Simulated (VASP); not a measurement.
# Ga2O3 (C2/m) in VASP: single point with PBE

Aim: the single point of Ga2O3 with PBE.

Everything below comes from runs of VASP 6.6.1. Logs are shortened: lines on timing, memory, paths and dates and some standing lists are left out, and cuts for length are marked.

### Step 1. The cell of the first run

Symmetry: C2/m, No. 12, monoclinic system. Conventional cell: a = 12.214 Å, b = 3.037 Å, c = 5.798 Å, α = 90.00°, β = 103.83°, γ = 90.00°. Ga (site symmetry m) has 4 O at 1.84 to 1.87 Å within 2.4 Å. Within 2.6 Å of Ga (site symmetry m) lie 6 O at 1.93 to 2.07 Å. O (site symmetry m) has 3 Ga at 1.84 to 1.95 Å within 2.4 Å. O (site symmetry m) has 4 Ga at 1.87 to 2.07 Å within 2.5 Å. Within 2.4 Å of O (site symmetry m) lie 3 Ga at 1.84 to 1.93 Å.

### Step 2. Single point, PBE

INCAR reads:

```
PREC     = Accurate       # precision mode
ENCUT    = 520            # plane-wave cutoff, eV
EDIFF    = 1E-6           # SCF threshold, eV
ISMEAR   = 0              # smearing method
SIGMA    = 0.01           # smearing width, eV
LREAL    = F              # projectors in reciprocal space
LASPH    = T              # aspherical terms in the spheres
NELM     = 80             # most SCF steps
ALGO     = Normal         # electronic algorithm
ISIF     = 2              # what is computed and relaxed
LWAVE    = F              # write WAVECAR
LCHARG   = F              # write CHGCAR
GGA      = PE             # functional
NBANDS   = 55             # bands
```

KPOINTS reads:

```
regular mesh
0
Gamma
  8 8 4
```

POSCAR reads:

```
Ga2O3
1.0
    6.1070000000     -1.5185500000      0.0000000000
    6.1070000000      1.5185500000      0.0000000000
   -1.3859889000      0.0000000000      5.6300087400
Ga O
4 6
Direct
    0.0914598660      0.0914598660      0.7957077381
    0.9085401340      0.9085401340      0.2042922619
    0.6592288902      0.6592288902      0.3132795334
    0.3407711098      0.3407711098      0.6867204666
    0.1689990101      0.1689990101      0.1089626188
    0.8310009899      0.8310009899      0.8910373812
    0.1722131895      0.1722131895      0.5602008701
    0.8277868105      0.8277868105      0.4397991299
    0.4964456801      0.4964456801      0.2536350024
    0.5035543199      0.5035543199      0.7463649976
```

Potentials or basis: VASP PAW PBE potentials, release 64 (Ga_d, O).

On the command line:

```
$ cat potpaw_PBE.64/Ga_d/POTCAR potpaw_PBE.64/O/POTCAR > POTCAR
$ mpirun -np 1 vasp_std > vasp.out
```

OUTCAR:

```text
PREC = Accurate
   ENCUT = 520
   EDIFF = 1E-6
   ISMEAR = 0
   LREAL = F
   LASPH = T
   NELM = 80
   ISIF = 2
   GGA = PE

 ion  position               nearest neighbor table
   1  0.091  0.091  0.796-   5 1.84  10 1.84  10 1.84   7 1.87
   2  0.909  0.909  0.204-   6 1.84   9 1.84   9 1.84   8 1.87
   3  0.659  0.659  0.313-   9 1.93   5 1.95   5 1.95   8 2.01   7 2.07   7 2.07
   4  0.341  0.341  0.687-  10 1.93   6 1.95   6 1.95   7 2.01   8 2.07   8 2.07
   5  0.169  0.169  0.109-   1 1.84   3 1.95   3 1.95
   6  0.831  0.831  0.891-   2 1.84   4 1.95   4 1.95
   7  0.172  0.172  0.560-   1 1.87   4 2.01   3 2.07   3 2.07
   8  0.828  0.828  0.440-   2 1.87   3 2.01   4 2.07   4 2.07
   9  0.496  0.496  0.254-   2 1.84   2 1.84   3 1.93
  10  0.504  0.504  0.746-   1 1.84   1 1.84   4 1.93

  LATTYP: Found a base centered monoclinic cell.
 ALAT       =    12.2140000000
 B/A-ratio  =     0.2486572785
 C/A-ratio  =     0.4747093502
 COS(beta)  =    -0.2390419102

  Lattice vectors:

 A1 = (   6.1070000000,  -1.5185500000,   0.0000000000)
 A2 = (   6.1070000000,   1.5185500000,   0.0000000000)
 A3 = (  -1.3859889000,   0.0000000000,   5.6300087400)

Analysis of symmetry for initial positions (statically):
=====================================================================
 Subroutine PRICEL returns:
 Original cell was already a primitive cell.

 Routine SETGRP: Setting up the symmetry group for a
 base centered monoclinic supercell.

 Subroutine GETGRP returns: Found  4 space group operations
 (whereof  4 operations were pure point group operations)
 out of a pool of  4 trial point group operations.

The static configuration has the point symmetry C_2h.

Analysis of symmetry for dynamics (positions and initial velocities):
=====================================================================
 Subroutine PRICEL returns:
 Original cell was already a primitive cell.

 Routine SETGRP: Setting up the symmetry group for a
 base centered monoclinic supercell.

 Subroutine GETGRP returns: Found  4 space group operations
 (whereof  4 operations were pure point group operations)
 out of a pool of  4 trial point group operations.

The dynamic configuration has the point symmetry C_2h.

 Subroutine INISYM returns: Found  4 space group operations
 (whereof  4 operations are pure point group operations),
 and found     1 'primitive' translations

----------------------------------------------------------------------------------------

                                     Primitive cell

  volume of cell :     104.4230

  direct lattice vectors                    reciprocal lattice vectors
     6.107000000 -1.518550000  0.000000000     0.081873260 -0.329261467  0.020155462
     6.107000000  1.518550000  0.000000000     0.081873260  0.329261467  0.020155462
    -1.385988900  0.000000000  5.630008740     0.000000000  0.000000000  0.177619618

  length of vectors
     6.292967750  6.292967750  5.798100003     0.339886138  0.339886138  0.177619618

  position of ions in fractional coordinates (direct lattice)
     0.091459866  0.091459866  0.795707738
     0.908540134  0.908540134  0.204292262
     0.659228890  0.659228890  0.313279533
     0.340771110  0.340771110  0.686720467
     0.168999010  0.168999010  0.108962619
     0.831000990  0.831000990  0.891037381
     0.172213189  0.172213189  0.560200870
     0.827786811  0.827786811  0.439799130
     0.496445680  0.496445680  0.253635002
     0.503554320  0.503554320  0.746364998

  ion indices of the primitive-cell ions
   primitive index   ion index
                 1           1
                 2           2
                 3           3
                 4           4
                 5           5
                 6           6
                 7           7
                 8           8
                 9           9
                10          10

----------------------------------------------------------------------------------------

 KPOINTS: regular mesh

Automatic generation of k-mesh.
 Grid dimensions read from file:
 generate k-points for:    8    8    4

 Generating k-lattice:

  Cartesian coordinates                     Fractional coordinates (reciprocal lattice)
     0.010234158 -0.041157683  0.002519433     0.125000000  0.000000000  0.000000000
     0.010234158  0.041157683  0.002519433     0.000000000  0.125000000  0.000000000
     0.000000000  0.000000000  0.044404904     0.000000000  0.000000000  0.250000000

  Length of vectors
     0.042485767  0.042485767  0.044404904

  Shift w.r.t. Gamma in fractional coordinates (k-lattice)
     0.000000000  0.000000000  0.000000000

 Subroutine IBZKPT returns following result:
 ===========================================

 Found     78 irreducible k-points:

 Following reciprocal coordinates:
            Coordinates               Weight
  0.000000  0.000000  0.000000      1.000000
  0.125000  0.000000  0.000000      4.000000
  0.250000  0.000000  0.000000      4.000000
  0.375000  0.000000  0.000000      4.000000
  0.500000  0.000000  0.000000      2.000000
  0.125000  0.125000  0.000000      2.000000
[... 16 lines left out ...]
  0.125000  0.000000  0.250000      4.000000
  0.250000  0.000000  0.250000      4.000000
 [... further k-points ...]
   k-points           NKPTS =     78   k-points in BZ     NKDIM =     78   number of bands    NBANDS=     55
   number of dos      NEDOS =    301   number of ions     NIONS =     10
   total plane-waves  NPLWV = 110592
   dimension x,y,z NGX =    48 NGY =   48 NGZ =   48
   dimension x,y,z NGXF=    96 NGYF=   96 NGZF=   96
   ions per type =               4   6
   NGX,Y,Z   is equivalent  to a cutoff of  12.68, 12.68, 13.76 a.u.
   NGXF,Y,Z  is equivalent  to a cutoff of  25.36, 25.36, 27.53 a.u.
 SYSTEM =  unknown system
   PREC   = accura    normal or accurate (medium, high low for compatibility)
   ISTART =      0    job   : 0-new  1-cont  2-samecut
   ICHARG =      2    charge: 1-file 2-atom 10-const
   ISPIN  =      1    spin polarized calculation?
   LNONCOLLINEAR =      F non collinear calculations
   LSORBIT =      F    spin-orbit coupling
   LASPH  =      T    aspherical Exc in radial PAW
   ENCUT  =  520.0 eV  38.22 Ry    6.18 a.u.  11.70 11.70 10.78*2*pi/ulx,y,z
   NELM   =     80;   NELMIN=  2; NELMDL= -5     # of ELM steps
   EDIFF  = 0.1E-05   stopping-criterion for ELM
   LREAL  =      F    real-space projection
   EDIFFG = 0.1E-04   stopping-criterion for IOM
   NSW    =      0    number of steps for IOM
   IBRION =     -1    ionic relax: 0-MD 1-quasi-New 2-CG
   NFREE  =      0    steps in history (QN), initial steepest desc. (CG)
   ISIF   =      2    stress and relaxation
   ISYM   =      2    0-nonsym 1-usesym 2-fastsym
   POTIM  = 0.5000    time-step for ionic-motion
   TEBEG  =    0.0;   TEEND  =   0.0 temperature during run
   PSTRESS=    0.0 pullay stress
   NELECT =      88.0000    total number of electrons
   NUPDOWN=      -1.0000    fix difference up-down
   EMIN   =  10.00;   EMAX   =-10.00  energy-range for DOS
   EFERMI =   0.00;   METHOD = LEGACY
   ISMEAR =     0;   SIGMA  =   0.01  broadening in eV -4-tet -1-fermi 0-gaus
   EFERMI_NEDOS =   21; number of points for ismear=-14 and -15
   IALGO  =     38    algorithm
   IMIX   =      4    mixing-type and parameters
     AMIX     =   0.40;   BMIX     =  1.00
     AMIX_MAG =   1.60;   BMIX_MAG =  1.00
  volume/ion in A,a.u.               =      10.44        70.47
  Fermi-wavevector in a.u.,A,eV,Ry     =   1.546335  2.922150 32.533613  2.391153
  Thomas-Fermi vector in A             =   2.651586
   LORBIT       =      0    0 simple, 1 ext, 2 COOP (PROOUT), +10 PAW based schemes
   GGA     = PE    functional components
   LHFCALC =     F    Hartree Fock is set to
   AEXX    =    0.0000 exact exchange contribution
   IVDW    =     0    specifies the selected vdW correction
   LEPSILON=     F    determine dielectric tensor
   LRPA    =     F    only Hartree local field effects (RPA)
 non-spin polarized calculation
 Gauss-broadening in eV      SIGMA  =   0.01
  energy-cutoff  :      520.00
  volume of cell :      104.42
 maximum number of plane-waves:      2846
   NGX = 23   NGY = 23   NGZ = 21

 number of electron      88.0000014 magnetization

 Free energy of the ion-electron system (eV)
  ---------------------------------------------------
  ext. energy  EPLUGINS =         0.00000000
  ---------------------------------------------------
  free energy    TOTEN  =       -59.52174616 eV

  energy without entropy =      -59.52174616  energy(sigma->0) =      -59.52174616

 E-fermi :   3.9573     XC(G=0): -11.6551

 val. band max:        3.9117761264   @ k =   0.5000   0.3750   0.5000
 cond. band min:       6.2814217420   @ k =   0.0000   0.0000   0.0000
 fundamental gap:      2.3696456156
 Fermi energy:         3.9573288328

 k-point     1 :       0.0000    0.0000    0.0000
  band No.  band energies     occupation
      1     -15.0321      2.00000
      2     -13.8345      2.00000
      3     -13.8223      2.00000
      4     -13.7058      2.00000
      5     -13.2417      2.00000
      6     -13.2324      2.00000
[... 47 lines left out ...]
     54      16.2512      0.00000
     55      16.4439      0.00000

 k-point     2 :       0.1250    0.0000    0.0000
  band No.  band energies     occupation
      1     -14.9104      2.00000
      2     -13.8264      2.00000
      3     -13.7878      2.00000
      4     -13.6266      2.00000
      5     -13.2431      2.00000
      6     -13.2310      2.00000
[... 47 lines left out ...]
     54      15.3502      0.00000
     55      15.5454      0.00000
[... 1216 lines left out ...]
     54      15.5665      0.00000
     55      16.0155      0.00000

 k-point    24 :       0.2500    0.0000    0.2500
  band No.  band energies     occupation
      1     -14.4734      2.00000
      2     -13.8881      2.00000
      3     -13.7256      2.00000
      4     -13.4778      2.00000
      5     -13.2972      2.00000
      6     -13.1829      2.00000
[... 47 lines left out ...]
     54      14.6747      0.00000
     55      16.0789      0.00000

 [... further k-points ...]

------------------------ aborting loop because EDIFF is reached ----------------------------------------

  FORCE on cell =-STRESS in cart. coord.  units (eV):
  Direction    XX          YY          ZZ          XY          YZ          ZX
  --------------------------------------------------------------------------------------
  -------------------------------------------------------------------------------------
  Total        5.5840423      6.0805370      5.9092430      0.0000000      0.0000000      0.1185562
  in kB       85.6767936     93.2945850     90.6663962      0.0000000      0.0000000      1.8190254
  external PRESSURE =      89.8792582 kB  Pullay stress =       0.0000000 kB

 VOLUME and BASIS-vectors are now :
 -----------------------------------------------------------------------------
  energy-cutoff  :      520.00
  volume of cell :      104.42
      direct lattice vectors                 reciprocal lattice vectors
     6.107000000 -1.518550000  0.000000000     0.081873260 -0.329261467  0.020155462
     6.107000000  1.518550000  0.000000000     0.081873260  0.329261467  0.020155462
    -1.385988900  0.000000000  5.630008740     0.000000000  0.000000000  0.177619618

 POSITION                                       TOTAL-FORCE (eV/Angst)
 -----------------------------------------------------------------------------------
      0.01425      0.00000      4.47984         0.003746      0.000000      0.006399
     10.81376      0.00000      1.15017        -0.003746      0.000000     -0.006399
      7.61762      0.00000      1.76377        -0.013074      0.000000     -0.006528
      3.21039      0.00000      3.86624         0.013074      0.000000      0.006528
      1.91313      0.00000      0.61346         0.021230      0.000000     -0.020695
      8.91488      0.00000      5.01655        -0.021230      0.000000      0.020695
      1.32698      0.00000      3.15394        -0.017160      0.000000      0.003857
      9.50103      0.00000      2.47607         0.017160      0.000000     -0.003857
      5.71205      0.00000      1.42797         0.001623      0.000000      0.004269
      5.11596      0.00000      4.20204        -0.001623      0.000000     -0.004269
 -----------------------------------------------------------------------------------
    total drift:                                0.000000     -0.000000     -0.000000

  FREE ENERGIE OF THE ION-ELECTRON SYSTEM (eV)
  ---------------------------------------------------
  free  energy   TOTEN  =       -59.5217461609 eV

  energy  without entropy=      -59.5217461609  energy(sigma->0) =      -59.52174616
```

Wall time 13 min (1 thread of Intel Xeon Platinum 8259CL at 2.50GHz (Skylake/Cascade Lake), shared host); peak memory 0.52 GiB.

Results:

```
Free energy            : -59.5217 eV
Pressure               : 9.0 GPa
Largest force          : 0.030 eV/Å
Band gap on the k mesh : 2.37 eV, indirect (least direct gap 2.40 eV)
```

Forces in eV/Å, atoms in the order of the input:
```
Ga   0.004  0.000  0.006
Ga  -0.004  0.000 -0.006
Ga  -0.013  0.000 -0.007
Ga   0.013  0.000  0.007
O    0.021  0.000 -0.021
O   -0.021  0.000  0.021
O   -0.017  0.000  0.004
O    0.017  0.000 -0.004
O    0.002  0.000  0.004
O   -0.002  0.000 -0.004
```

Stress tensor (GPa, compression positive):
```
8.57 0.00 0.18
0.00 9.33 0.00
0.18 0.00 9.07
```

Levels at points of the mesh, in eV from the valence-band top:
| k point | band 42 | band 43 | band 44 | band 45 | band 46 | band 47 |
| --- | --- | --- | --- | --- | --- | --- |
| (0.00, 0.00, 0.00) | -0.50 | -0.28 | -0.03 | 2.37 | 5.65 | 6.72 |
| (0.50, 0.00, 0.00) | -0.72 | -0.47 | -0.13 | 5.64 | 6.49 | 7.19 |
| (0.50, 0.50, 0.00) | -0.67 | -0.40 | -0.17 | 4.57 | 4.80 | 5.80 |
| (0.00, 0.00, 0.50) | -0.65 | -0.48 | -0.30 | 4.76 | 4.85 | 6.75 |
| (0.50, 0.00, 0.50) | -1.05 | -0.74 | -0.67 | 6.90 | 6.91 | 7.80 |
| (0.50, 0.50, 0.50) | -0.57 | -0.56 | -0.02 | 5.16 | 5.27 | 6.25 |
